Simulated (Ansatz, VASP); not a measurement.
# Two plane-wave programs on BN

```
B N
1.0
     0.00000    3.48243    2.16445
     1.25080    0.00000    2.16445
     1.25080    3.48243    0.00000
B N
1 1
Direct
  0.00007 0.00007 0.99993
  0.66663 0.66663 0.33337
```

Alike in both runs: task single point; functional r2SCAN; k mesh 12 × 12 × 12; occupations gaussian, width 0.02 eV; no spin polarisation.

```csv
,VASP,Ansatz
version,VASP 6.6.1,Ansatz 0.2.0
potentials or method,"VASP PAW PBE potentials, release 64 (B, N), cutoff 520 eV","scalar-relativistic, plane waves, PAW"
valence electrons in the cell,8,8
```

```tsv
	VASP	Ansatz	Ansatz less VASP
gap on the k mesh at the Fermi level (eV)	4.34	4.32	-0.028
least direct gap on the mesh (eV)	5.24	5.18	-0.058
pressure (GPa)	0.4	0.0	-0.38
traceless stress, the component that is largest in VASP (GPa)	-0.68	-0.05	+0.638
```

VASP's potentials were made for PBE, not for r2SCAN.
